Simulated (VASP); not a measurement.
A run of VASP 6.6.1:

File INCAR:

```
PREC = Accurate
ENCUT = 520
EDIFF = 1E-6
ISMEAR = 0
SIGMA = 0.15
LREAL = F
LASPH = T
NELM = 60
ALGO = Fast
ISIF = 2
LWAVE = F
LCHARG = F
GGA = CA
NBANDS = 13
```

The input KPOINTS:

```
Automatic mesh
0
Gamma
  20 20 20
```

Contents of POSCAR:

```
W
1.0
   -1.4583125700      1.5680780323      1.5680780323
    1.5680780323     -1.4583125700      1.5680780323
    1.5680780323      1.5680780323     -1.4583125700
W
1
Direct
    0.0000000000      0.0000000000      0.0000000000
```

Potentials or basis: VASP PAW LDA potentials, release 64 (W_sv).

Launch:

```bash
$ cat potpaw_LDA.64/W_sv/POTCAR > POTCAR
$ mpirun -np 1 vasp_std > vasp.out
```

Hardware: 1 thread of AMD EPYC 7R13 (shared host).

**Question.** How long does it take, and how much memory?

**Answer.** Wall time 3.4 min on 1 thread of AMD EPYC 7R13, with other jobs on the host, peak memory 0.21 GiB. Counts: scf iterations 13, k points 781.
